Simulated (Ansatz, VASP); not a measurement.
**One calculation of BN, two programs**

The input INCAR:

```
SYSTEM = BN
PREC = Accurate ; ENCUT = 520
EDIFF = 1E-6 ; ISMEAR = 0
SIGMA = 0.05 ; LREAL = .False.
LASPH = .True. ; NELM = 100
ALGO = Normal ; ISIF = 2
LWAVE = .False. ; LCHARG = .False.
GGA = PE ; NBANDS = 16
```

KPOINTS

```
Automatic mesh
0
Gamma
  12 12 6
  0 0 0
```

POSCAR

```
BN
1.0
    2.5539396017      0.0000000000      0.0000000000
   -1.2769698009      2.2117765748      0.0000000000
    0.0000000000      0.0000000000      4.2268550000
B N
2 2
Direct
    0.7048796176      0.3613071549      0.9997240000
    0.3715462843      0.6946404883      0.4997240000
    0.6666666667      0.3333333333      0.6252760000
    0.3333333333      0.6666666667      0.1252760000
```

Input for Ansatz:

```yaml
crystal:
  lattice:
    - [2.5539396017, 0.0, 0.0]
    - [-1.2769698009, 2.2117765748, 0.0]
    - [0.0, 0.0, 4.226855]
  atoms:
    - { symbol: B, position: [0.7048796176, 0.3613071549, 0.999724] }
    - { symbol: B, position: [0.3715462843, 0.6946404883, 0.499724] }
    - { symbol: "N", position: [0.6666666667, 0.3333333333, 0.625276] }
    - { symbol: "N", position: [0.3333333333, 0.6666666667, 0.125276] }
basis:
  ecutwfc: 520.0
kpoints:
  mp_grid: { grid: [12, 12, 6] }
hamiltonian:
  xc: pbe
scf:
  occupations: { method: gaussian, width: 0.05 }
output:
  forces: true
  stress: true
  eigenvalues: true
```

Change from the starting cell: all B atoms moved +0.087 Å, as atom 1 along Cartesian [1 1 0].

Alike in both runs: task single point; functional PBE; k mesh 12 × 12 × 6; occupations gaussian, width 0.05 eV; no spin polarisation.

```csv
,VASP,Ansatz
version,VASP 6.6.1,Ansatz 0.2.0
potentials or method,"VASP PAW PBE potentials, release 64 (B, N), cutoff 520 eV","scalar-relativistic, plane waves, PAW"
valence electrons in the cell,16,16
```

```csv
,VASP,Ansatz,Ansatz less VASP
gap on the k mesh at the Fermi level (eV),4.75,4.76,+0.015
least direct gap on the mesh (eV),7.69,7.69,+0.006
pressure (GPa),2.4,2.2,-0.19
"traceless stress, the component that is largest in VASP (GPa)",2.01,1.95,-0.067
rms of the force components (eV/Å),1.242,1.238,-0.0045
```

Atom by atom the forces differ by 0.005 eV/Å (rms over components). With one functional, cell and mesh, what is left measures potentials, basis and numerics.
